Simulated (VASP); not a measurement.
Here is a VASP 6.6.1 calculation.

The input INCAR:

```
SYSTEM = MoS2
PREC = Accurate
ENCUT = 600
EDIFF = 1E-6
ISMEAR = 0
SIGMA = 0.01
LREAL = .False.
LASPH = .True.
NELM = 80
ALGO = Normal
ISIF = 3
LWAVE = .False.
LCHARG = .False.
GGA = CA
IBRION = 2
NSW = 80
EDIFFG = -0.001
```

Contents of KPOINTS:

```
Automatic mesh
0
Gamma
  12 12 3
  0 0 0
```

The input POSCAR:

```
MoS2
1.0
    3.1690000000      0.0000000000      0.0000000000
   -1.5845000000      2.7444345046      0.0000000000
    0.0000000000      0.0000000000     12.3240000000
Mo S
2 4
Direct
    0.3333333333      0.6666666667      0.2500000000
    0.6666666667      0.3333333333      0.7500000000
    0.3333333333      0.6666666667      0.6230000000
    0.6666666667      0.3333333333      0.1230000000
    0.3333333333      0.6666666667      0.8770000000
    0.6666666667      0.3333333333      0.3770000000
```

Potentials or basis: VASP PAW LDA potentials, release 64 (Mo_sv, S).

The run is started by

```sh
$ cat potpaw_LDA.64/Mo_sv/POTCAR potpaw_LDA.64/S/POTCAR > POTCAR
$ mpirun -np 1 vasp_std > vasp.out
```

(1) Estimate the relaxed cell.

(2) Predict the band gap on the k mesh.

(3) What does it give for the relaxed volume?

Answers

(1) a = 3.124 Å, b = 3.124 Å, c = 12.072 Å, α = 90.00°, β = 90.00°, γ = 120.00°.

(2) 0.74 eV (least direct gap 1.76 eV).

(3) 17.00 Å³/atom.

Caveat: an odd mesh through Γ misses points on the zone boundary, where band edges can lie.
